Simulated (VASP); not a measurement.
# C (P6_3/mmc) in VASP: a series of runs, part 2 of 2

VASP 6.6.1. The steps go on from the part before.

**4. Single point, r2SCAN (volume scaled by 1.03, then relaxed in part)**

File POSCAR:

```
C
1.0
    2.4570212806      0.0000000000      0.0000000000
   -1.2285106403      2.1278428466      0.0000000000
    0.0000000000      0.0000000000      7.2545983876
C
4
Direct
    0.0000000000      0.0000000000      0.0025000000
    0.0000000000      0.0000000000      0.5025000000
    0.3333333333      0.6666666667      0.0025000000
    0.6666666667      0.3333333333      0.5025000000
```

File INCAR.step1:

```
PREC = Accurate
ENCUT = 520
ISMEAR = 0
SIGMA = 0.1
LREAL = F
LASPH = T
NELM = 80
NBANDS = 16
GGA = PE
ALGO = Normal
EDIFF = 1E-4
LWAVE = T
LCHARG = F
```

File INCAR.step2:

```
PREC = Accurate
ENCUT = 520
EDIFF = 1E-6
ISMEAR = 0
SIGMA = 0.1
LREAL = F
LASPH = T
NELM = 80
ALGO = Normal
ISIF = 2
LWAVE = F
LCHARG = F
METAGGA = R2SCAN
LMIXTAU = T
NBANDS = 16
ISTART = 1
```

File KPOINTS:

```
regular mesh
0
Gamma
  18 18 6
```

Potentials or basis: VASP PAW PBE potentials, release 64 (C).

Started as:

```sh
$ cat potpaw_PBE.64/C/POTCAR > POTCAR
$ cp INCAR.step1 INCAR
$ mpirun -np 1 vasp_std > vasp.out
$ cp INCAR.step2 INCAR
$ mpirun -np 1 vasp_std > vasp.out
```

OUTCAR:

```text
PREC = Accurate
   ENCUT = 520
   EDIFF = 1E-6
   ISMEAR = 0
   LREAL = F
   LASPH = T
   NELM = 80
   ISIF = 2
   METAGGA = R2SCAN
   ISTART = 1

 ion  position               nearest neighbor table
   1  0.000  0.000  0.002-   3 1.42   3 1.42   3 1.42
   2  0.000  0.000  0.502-   4 1.42   4 1.42   4 1.42
   3  0.333  0.667  0.002-   1 1.42   1 1.42   1 1.42
   4  0.667  0.333  0.502-   2 1.42   2 1.42   2 1.42

  LATTYP: Found a hexagonal cell.
 ALAT       =     2.4570212806
 C/A-ratio  =     2.9525989233

  Lattice vectors:

 A1 = (   2.4570212806,   0.0000000000,   0.0000000000)
 A2 = (  -1.2285106403,   2.1278428466,   0.0000000000)
 A3 = (   0.0000000000,   0.0000000000,   7.2545983876)

Analysis of symmetry for initial positions (statically):
=====================================================================
 Subroutine PRICEL returns:
 Original cell was already a primitive cell.

 Routine SETGRP: Setting up the symmetry group for a
 hexagonal supercell.

 Subroutine GETGRP returns: Found 24 space group operations
 (whereof  6 operations were pure point group operations)
 out of a pool of 24 trial point group operations.

The static configuration has the point symmetry C_3v.
 The point group associated with its full space group is D_6h.

Analysis of symmetry for dynamics (positions and initial velocities):
=====================================================================
 Subroutine PRICEL returns:
 Original cell was already a primitive cell.

 Routine SETGRP: Setting up the symmetry group for a
 hexagonal supercell.

 Subroutine GETGRP returns: Found 24 space group operations
 (whereof  6 operations were pure point group operations)
 out of a pool of 24 trial point group operations.

[... 121 lines left out ...]
   EFERMI_NEDOS =   21; number of points for ismear=-14 and -15
   IALGO  =     38    algorithm
   IMIX   =      4    mixing-type and parameters
     AMIX     =   0.40;   BMIX     =  1.00
     AMIX_MAG =   1.60;   BMIX_MAG =  1.00
  volume/ion in A,a.u.               =       9.48        63.99
  Fermi-wavevector in a.u.,A,eV,Ry     =   1.227800  2.320205 20.510677  1.507492
  Thomas-Fermi vector in A             =   2.362749
   LORBIT       =      0    0 simple, 1 ext, 2 COOP (PROOUT), +10 PAW based schemes
   METAGGA = R2SCAN    functional components
   LHFCALC =     F    Hartree Fock is set to
   AEXX    =    0.0000 exact exchange contribution
   IVDW    =     0    specifies the selected vdW correction
   LEPSILON=     F    determine dielectric tensor
   LRPA    =     F    only Hartree local field effects (RPA)
 non-spin polarized calculation
 Gauss-broadening in eV      SIGMA  =   0.10
  energy-cutoff  :      520.00
  volume of cell :       37.93
 maximum number of plane-waves:      1046
   NGX =  9   NGY =  9   NGZ = 27

 number of electron      15.9999996 magnetization

 Free energy of the ion-electron system (eV)
  ---------------------------------------------------
  ext. energy  EPLUGINS =         0.00000000
  ---------------------------------------------------
  free energy    TOTEN  =       -39.74984272 eV

  energy without entropy =      -39.74902989  energy(sigma->0) =      -39.74943631

 E-fermi :   4.0164     XC(G=0): -10.5822

 val. band max:        4.0124363462   @ k =   0.3333   0.3333   0.1667
 cond. band min:       4.0192044070   @ k =   0.3333   0.3333   0.3333
 fundamental gap:      0.0067680607
 Fermi energy:         4.0164258799

 k-point     1 :       0.0000    0.0000    0.0000
  band No.  band energies     occupation
      1     -16.8946      2.00000
      2     -16.7373      2.00000
      3      -4.7318      2.00000
      4      -3.3987      2.00000
      5       0.7990      2.00000
      6       0.7990      2.00000
[... 433 lines left out ...]
      3      -9.0431      2.00000
      4      -8.9622      2.00000
      5      -3.7008      2.00000
      6      -3.6637      2.00000
[... 8 lines left out ...]
     15      17.1630      0.00000
     16      18.5435      0.00000

 [... further k-points ...]

------------------------ aborting loop because EDIFF is reached ----------------------------------------

  FORCE on cell =-STRESS in cart. coord.  units (eV):
  Direction    XX          YY          ZZ          XY          YZ          ZX
  --------------------------------------------------------------------------------------
  -------------------------------------------------------------------------------------
  Total        0.1186417      0.1186417     -0.1428644      0.0000000     -0.0000000     -0.0000000
  in kB        5.0117124      5.0117124     -6.0349368      0.0000000     -0.0000000     -0.0000000
  external PRESSURE =       1.3294960 kB  Pullay stress =       0.0000000 kB

 VOLUME and BASIS-vectors are now :
 -----------------------------------------------------------------------------
  energy-cutoff  :      520.00
  volume of cell :       37.93
      direct lattice vectors                 reciprocal lattice vectors
     2.457021281  0.000000000  0.000000000     0.406996882  0.234979759  0.000000000
    -1.228510640  2.127842847  0.000000000     0.000000000  0.469959519  0.000000000
     0.000000000  0.000000000  7.254598388     0.000000000  0.000000000  0.137843606

 POSITION                                       TOTAL-FORCE (eV/Angst)
 -----------------------------------------------------------------------------------
      0.00000      0.00000      0.01814         0.000000     -0.000000     -0.000000
      0.00000      0.00000      3.64544        -0.000000      0.000000     -0.000000
     -0.00000      1.41856      0.01814        -0.000000      0.000000      0.000000
      1.22851      0.70928      3.64544         0.000000     -0.000000     -0.000000
 -----------------------------------------------------------------------------------
    total drift:                               -0.000000     -0.000000     -0.000007

  FREE ENERGIE OF THE ION-ELECTRON SYSTEM (eV)
  ---------------------------------------------------
  free  energy   TOTEN  =       -39.7498427194 eV

  energy  without entropy=      -39.7490298936  energy(sigma->0) =      -39.74943631
```

OUTCAR.step1:

```text
PREC = Accurate
   ENCUT = 520
   ISMEAR = 0
   LREAL = F
[... 687 lines left out ...]
      0.00000      0.00000      0.01814        -0.000000      0.000000      0.000000
      0.00000      0.00000      3.64544         0.000000      0.000000      0.000000
     -0.00000      1.41856      0.01814        -0.000000      0.000000     -0.000000
      1.22851      0.70928      3.64544         0.000000     -0.000000      0.000000
 -----------------------------------------------------------------------------------
    total drift:                               -0.000000     -0.000000     -0.000005

  FREE ENERGIE OF THE ION-ELECTRON SYSTEM (eV)
  ---------------------------------------------------
  free  energy   TOTEN  =       -36.8797068908 eV

  energy  without entropy=      -36.8788924218  energy(sigma->0) =      -36.87929966
```

OSZICAR.step1:

```text
N       E                     dE             d eps       ncg     rms          rms(c)
DAV:   1     0.338442715558E+02    0.33844E+02   -0.78262E+03  4736   0.924E+02
DAV:   2    -0.364607301475E+02   -0.70305E+02   -0.64315E+02  6712   0.184E+02
DAV:   3    -0.393524731905E+02   -0.28917E+01   -0.28760E+01  6352   0.349E+01
DAV:   4    -0.393777799039E+02   -0.25307E-01   -0.25300E-01  5800   0.397E+00
DAV:   5    -0.393781924845E+02   -0.41258E-03   -0.41256E-03  6208   0.482E-01    0.905E+00
DAV:   6    -0.374830535010E+02    0.18951E+01   -0.12943E+00  5592   0.708E+00    0.529E+00
DAV:   7    -0.368699707106E+02    0.61308E+00   -0.16114E+00  5800   0.801E+00    0.150E+00
DAV:   8    -0.368807259605E+02   -0.10755E-01   -0.71773E-02  5560   0.158E+00    0.317E-01
DAV:   9    -0.368794752247E+02    0.12507E-02   -0.19022E-03  5944   0.301E-01    0.111E-01
DAV:  10    -0.368797132507E+02   -0.23803E-03   -0.78976E-04  5176   0.176E-01    0.775E-02
DAV:  11    -0.368797068908E+02    0.63599E-05   -0.27632E-05  4080   0.360E-02
   1 F= -.36879707E+02 E0= -.36879300E+02  d E =-.814469E-03
```

Wall time 3.3 min (1 thread of Intel Xeon 6975P-C, shared host); peak memory 0.19 GiB.

What came out:

- Free energy: -39.7498 eV
- Pressure: 0.1 GPa
- Band gap on the k mesh: zero (band 8 reaches 4.02 eV, above the bottom of band 9 at 4.01 eV)

Stress tensor (GPa, compression positive):
```
 0.50  0.00  0.00
 0.00  0.50  0.00
 0.00  0.00 -0.60
```

Caveat: the cell differs from its parent crystal (volume scaled by 1.03, then relaxed in part); the PAW data sets were made with another functional, which shifts forces and pressure a little.

**5. Single point, r2SCAN (volume scaled by 1.06, then relaxed in part)**

File POSCAR:

```
C
1.0
    2.4577497235      0.0000000000      0.0000000000
   -1.2288748617      2.1284736967      0.0000000000
    0.0000000000      0.0000000000      7.4614724487
C
4
Direct
    0.0000000000      0.0000000000      0.0025000000
    0.0000000000      0.0000000000      0.5025000000
    0.3333333333      0.6666666667      0.0025000000
    0.6666666667      0.3333333333      0.5025000000
```

File INCAR.step1:

```
PREC = Accurate ; ENCUT = 520
ISMEAR = 0 ; SIGMA = 0.1
LREAL = F ; LASPH = T
NELM = 100 ; NBANDS = 16
GGA = PE ; ALGO = Normal
EDIFF = 1E-4 ; LWAVE = T
LCHARG = F
```

File INCAR.step2:

```
PREC = Accurate ; ENCUT = 520
EDIFF = 1E-6 ; ISMEAR = 0
SIGMA = 0.1 ; LREAL = F
LASPH = T ; NELM = 100
ALGO = Normal ; ISIF = 2
LWAVE = F ; LCHARG = F
METAGGA = R2SCAN ; LMIXTAU = T
NBANDS = 16 ; ISTART = 1
```

KPOINTS is that of step 4.

Potentials or basis: VASP PAW PBE potentials, release 64 (C).

Started as:

```sh
$ cat potpaw_PBE.64/C/POTCAR > POTCAR
$ cp INCAR.step1 INCAR
$ mpirun -np 1 vasp_std > vasp.out
$ cp INCAR.step2 INCAR
$ mpirun -np 1 vasp_std > vasp.out
```

OUTCAR:

```text
PREC = Accurate
   ENCUT = 520
   EDIFF = 1E-6
   ISMEAR = 0
   LREAL = F
   LASPH = T
   NELM = 100
   ISIF = 2
   METAGGA = R2SCAN
   ISTART = 1

 ion  position               nearest neighbor table
   1  0.000  0.000  0.002-   3 1.42   3 1.42   3 1.42
   2  0.000  0.000  0.502-   4 1.42   4 1.42   4 1.42
   3  0.333  0.667  0.002-   1 1.42   1 1.42   1 1.42
   4  0.667  0.333  0.502-   2 1.42   2 1.42   2 1.42

  LATTYP: Found a hexagonal cell.
 ALAT       =     2.4577497235
 C/A-ratio  =     3.0358959569

  Lattice vectors:

 A1 = (   2.4577497235,   0.0000000000,   0.0000000000)
 A2 = (  -1.2288748617,   2.1284736967,   0.0000000000)
 A3 = (   0.0000000000,   0.0000000000,   7.4614724487)

Analysis of symmetry for initial positions (statically):
=====================================================================
 Subroutine PRICEL returns:
 Original cell was already a primitive cell.

 Routine SETGRP: Setting up the symmetry group for a
 hexagonal supercell.

[... 172 lines left out ...]
 E-fermi :   3.7858     XC(G=0): -10.3783

 val. band max:        3.7829841178   @ k =   0.3333   0.3333   0.1667
 cond. band min:       3.7876731586   @ k =   0.3333   0.3333   0.3333
 fundamental gap:      0.0046890408
 Fermi energy:         3.7858193184

 k-point     1 :       0.0000    0.0000    0.0000
  band No.  band energies     occupation
      1     -17.1072      2.00000
      2     -16.9840      2.00000
      3      -4.8732      2.00000
      4      -3.7360      2.00000
      5       0.5625      2.00000
      6       0.5625      2.00000
[... 433 lines left out ...]
      3      -9.2664      2.00000
      4      -9.2040      2.00000
      5      -3.9304      2.00000
      6      -3.9025      2.00000
[... 8 lines left out ...]
     15      16.8380      0.00000
     16      18.2114      0.00000

 [... further k-points ...]

------------------------ aborting loop because EDIFF is reached ----------------------------------------

  FORCE on cell =-STRESS in cart. coord.  units (eV):
  Direction    XX          YY          ZZ          XY          YZ          ZX
  --------------------------------------------------------------------------------------
  -------------------------------------------------------------------------------------
  Total        0.0446221      0.0446221     -0.2184812      0.0000000      0.0000000      0.0000000
  in kB        1.8315981      1.8315981     -8.9679722      0.0000000      0.0000000      0.0000000
  external PRESSURE =      -1.7682587 kB  Pullay stress =       0.0000000 kB

 VOLUME and BASIS-vectors are now :
 -----------------------------------------------------------------------------
  energy-cutoff  :      520.00
  volume of cell :       39.03
      direct lattice vectors                 reciprocal lattice vectors
     2.457749724  0.000000000  0.000000000     0.406876254  0.234910115  0.000000000
    -1.228874862  2.128473697  0.000000000     0.000000000  0.469820229  0.000000000
     0.000000000  0.000000000  7.461472449     0.000000000  0.000000000  0.134021804

 POSITION                                       TOTAL-FORCE (eV/Angst)
 -----------------------------------------------------------------------------------
      0.00000      0.00000      0.01865         0.000000     -0.000000     -0.000000
      0.00000      0.00000      3.74939         0.000000      0.000000     -0.000000
     -0.00000      1.41898      0.01865        -0.000000     -0.000000     -0.000000
      1.22887      0.70949      3.74939        -0.000000      0.000000      0.000000
 -----------------------------------------------------------------------------------
    total drift:                               -0.000000     -0.000000     -0.000004

  FREE ENERGIE OF THE ION-ELECTRON SYSTEM (eV)
  ---------------------------------------------------
  free  energy   TOTEN  =       -39.7455379928 eV

  energy  without entropy=      -39.7447180045  energy(sigma->0) =      -39.74512800
```

OUTCAR.step1:

```text
PREC = Accurate
   ENCUT = 520
   ISMEAR = 0
   LREAL = F
[... 687 lines left out ...]
      0.00000      0.00000      0.01865         0.000000      0.000000     -0.000000
      0.00000      0.00000      3.74939        -0.000000     -0.000000     -0.000000
     -0.00000      1.41898      0.01865        -0.000000     -0.000000      0.000000
      1.22887      0.70949      3.74939         0.000000      0.000000     -0.000000
 -----------------------------------------------------------------------------------
    total drift:                               -0.000000     -0.000000     -0.000004

  FREE ENERGIE OF THE ION-ELECTRON SYSTEM (eV)
  ---------------------------------------------------
  free  energy   TOTEN  =       -36.8878163529 eV

  energy  without entropy=      -36.8869922048  energy(sigma->0) =      -36.88740428
```

It took 3.4 min on 1 thread of Intel Xeon 6975P-C, shared host; peak memory 0.19 GiB.

What came out:

```
Free energy            : -39.7455 eV
Pressure               : -0.2 GPa
Band gap on the k mesh : zero (band 8 reaches 3.79 eV, above the bottom of band 9 at 3.78 eV)
```

Caveat: the cell differs from its parent crystal (volume scaled by 1.06, then relaxed in part); the PAW data sets were made with another functional, which shifts forces and pressure a little.

**6. Relaxation of shape and atoms at fixed volume, r2SCAN (volume scaled by 1.06)**

File POSCAR:

```
C
1.0
    2.4806479345      0.0000000000      0.0000000000
   -1.2403239672      2.1483041292      0.0000000000
    0.0000000000      0.0000000000      7.3243584207
C
4
Direct
    0.0000000000      0.0000000000      0.0025000000
    0.0000000000      0.0000000000      0.5025000000
    0.3333333333      0.6666666667      0.0025000000
    0.6666666667      0.3333333333      0.5025000000
```

File INCAR.step1:

```
ALGO = Normal
EDIFF = 1E-4
ENCUT = 600
GGA = PE
ISMEAR = 0
LASPH = True
LCHARG = False
LREAL = False
LWAVE = True
NELM = 80
PREC = Accurate
SIGMA = 0.1
```

File INCAR.step2:

```
ALGO = Normal
EDIFF = 1E-7
EDIFFG = -0.01
ENCUT = 600
IBRION = 2
ISIF = 4
ISMEAR = 0
ISTART = 1
LASPH = True
LCHARG = False
LMIXTAU = True
LREAL = False
LWAVE = False
METAGGA = R2SCAN
NELM = 80
NSW = 50
PREC = Accurate
SIGMA = 0.1
```

File KPOINTS:

```
k-points
0
Gamma
  18 18 6
```

Potentials or basis: VASP PAW PBE potentials, release 64 (C).

Started as:

```sh
$ cat potpaw_PBE.64/C/POTCAR > POTCAR
$ cp INCAR.step1 INCAR
$ mpirun -np 1 vasp_std > vasp.out
$ cp INCAR.step2 INCAR
$ mpirun -np 1 vasp_std > vasp.out
```

OUTCAR:

```text
EDIFF = 1E-7
   EDIFFG = -0.01
   ENCUT = 600
   IBRION = 2
   ISIF = 4
   ISMEAR = 0
   ISTART = 1
   LASPH = True
   LREAL = False
   METAGGA = R2SCAN
   NELM = 80
   NSW = 50
   PREC = Accurate

 ion  position               nearest neighbor table
   1  0.000  0.000  0.002-   3 1.43   3 1.43   3 1.43
   2  0.000  0.000  0.502-   4 1.43   4 1.43   4 1.43
   3  0.333  0.667  0.002-   1 1.43   1 1.43   1 1.43
   4  0.667  0.333  0.502-   2 1.43   2 1.43   2 1.43

  LATTYP: Found a hexagonal cell.
 ALAT       =     2.4806479345
 C/A-ratio  =     2.9525989234

  Lattice vectors:

 A1 = (   2.4806479345,   0.0000000000,   0.0000000000)
 A2 = (  -1.2403239672,   2.1483041292,   0.0000000000)
 A3 = (   0.0000000000,   0.0000000000,   7.3243584207)

Analysis of symmetry for initial positions (statically):
[... 279 lines left out ...]
      4      -3.7181      2.00000
      5       0.5598      2.00000
      6       0.5598      2.00000
      7       0.5656      2.00000
      8       0.5656      2.00000
      9       7.4425      0.00000
     10      12.4707      0.00000
     11      12.4707      0.00000
     12      12.4915      0.00000
[... 331 lines left out ...]
 k-point    24 :       0.3889    0.1111    0.0000
  band No.  band energies     occupation
      1     -12.1175      2.00000
      2     -12.0345      2.00000
      3      -9.2600      2.00000
      4      -9.1967      2.00000
      5      -3.9265      2.00000
      6      -3.8979      2.00000
      7       0.7482      2.00000
      8       1.4106      2.00000
      9       5.8527      0.00000
     10       6.3567      0.00000
     11      12.7621      0.00000
     12      12.9720      0.00000

 [... further k-points ...]

------------------------ aborting loop because EDIFF is reached ----------------------------------------

  FORCE on cell =-STRESS in cart. coord.  units (eV):
  Direction    XX          YY          ZZ          XY          YZ          ZX
  --------------------------------------------------------------------------------------
  -------------------------------------------------------------------------------------
  Total       -0.2797458     -0.2797458     -0.2789327     -0.0000000     -0.0000000     -0.0000000
  in kB      -11.4826916    -11.4826916    -11.4493152     -0.0000000     -0.0000000     -0.0000000
  external PRESSURE =     -11.4715661 kB  Pullay stress =       0.0000000 kB
[... 19 lines left out ...]
  FREE ENERGIE OF THE ION-ELECTRON SYSTEM (eV)
  ---------------------------------------------------
  free  energy   TOTEN  =       -39.7595130277 eV

  energy  without entropy=      -39.7586935900  energy(sigma->0) =      -39.75910331

 reached required accuracy - stopping structural energy minimisation
```

Wall time 8.1 min (1 thread of Intel Xeon Platinum 8488C (Sapphire Rapids), shared host); peak memory 0.21 GiB.

What came out:

* Free energy: -39.7595 eV
* Energy gained by relaxing: 5.2 meV/atom
* Ionic steps: 3
* Pressure after relaxing: -1.1 GPa
* Band gap on the k mesh: zero (band 8 reaches 3.79 eV, above the bottom of band 9 at 3.78 eV)

The path:
```tsv
step	energy change (eV)	largest force (eV/Å)	pressure (GPa)	volume (Å³)
1	0.0000	0.0000	-7.52	39.03
2	-0.0204	0.0000	-0.35	39.03
3	-0.0207	0.0000	-1.15	39.03
```

Final structure:
```
CELL_PARAMETERS angstrom
2.45948 0.00000 0.00000
-1.22974 2.12998 0.00000
0.00000 0.00000 7.45096
ATOMIC_POSITIONS crystal
C 0.00000 0.00000 0.00250
C 0.00000 0.00000 0.50250
C 0.33333 0.66667 0.00250
C 0.66667 0.33333 0.50250
```

Caveat: the cell differs from its parent crystal (volume scaled by 1.06); the PAW data sets were made with another functional, which shifts forces and pressure a little.

**7. Summary**

| task | cell | cutoff (eV) | gap on the mesh (eV) | pressure (GPa) |
| --- | --- | --- | --- | --- |
| single point | a = 2.454, b = 2.454, c = 6.848 Å, angles 90.0, 90.0, 120.0°, 4 atoms | 520 | none | 1.4 |
| single point | a = 2.456, b = 2.456, c = 7.050 Å, angles 90.0, 90.0, 120.0°, 4 atoms | 520 | none | 0.6 |
| single point | a = 2.457, b = 2.457, c = 7.255 Å, angles 90.0, 90.0, 120.0°, 4 atoms | 520 | none | 0.1 |
| single point | a = 2.458, b = 2.458, c = 7.461 Å, angles 90.0, 90.0, 120.0°, 4 atoms | 520 | none | -0.2 |
| relaxation of shape and atoms at fixed volume | relaxed from a = 2.481, b = 2.481, c = 7.324 Å, angles 90.0, 90.0, 120.0°, 4 atoms | 600 | none | -1.1 |

Alike in all rows: level r2SCAN; potentials or basis VASP PAW PBE potentials, release 64 (C); no spin polarisation; k mesh 18 × 18 × 6; smearing gaussian 0.1 eV.

Caveats: the PAW data sets were made with another functional, which shifts forces and pressure a little.

Absolute energies hang on the potentials; compare differences alone.
